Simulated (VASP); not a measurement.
Input of a VASP 6.6.1 run:

INCAR

```
PREC = Accurate
ENCUT = 600
EDIFF = 1E-6
ISMEAR = -1
SIGMA = 0.1
LREAL = F
LASPH = T
NELM = 60
ALGO = Normal
ISIF = 3
LWAVE = F
LCHARG = F
GGA = RE
IBRION = 2
NSW = 80
EDIFFG = -0.01
```

KPOINTS

```
regular mesh
0
Gamma
  12 12 12
```

POSCAR

```
Sb
1.0
   -1.8941349331      1.8941349331      1.8941349331
    1.8941349331     -1.8941349331      1.8941349331
    1.8941349331      1.8941349331     -1.8941349331
Sb
1
Direct
    0.0000000000      0.0000000000      0.0000000000
```

Potentials or basis: VASP PAW PBE potentials, release 64 (Sb).

Run with:

```bash
$ cat potpaw_PBE.64/Sb/POTCAR > POTCAR
$ mpirun -np 1 vasp_std > vasp.out
```

**Question.** Estimate the relaxed cell.

**Answer.** a = 3.297 Å, b = 3.297 Å, c = 3.297 Å, α = 109.47°, β = 109.47°, γ = 109.47°.

**Question.** Estimate the space group after relaxing (to 0.05 Å).

**Answer.** Im-3m (No. 229).

**Question.** Predict the relaxed volume.

**Answer.** 27.60 Å³/atom.

Final structure:
```xyz
1
Lattice="-1.9037 1.9037 1.9037 1.9037 -1.9037 1.9037 1.9037 1.9037 -1.9037" Properties=species:S:1:pos:R:3 pbc="T T T"
Sb    0.0000    0.0000    0.0000
```

Caveat: the PAW data sets were made with another functional, which shifts forces and pressure a little.
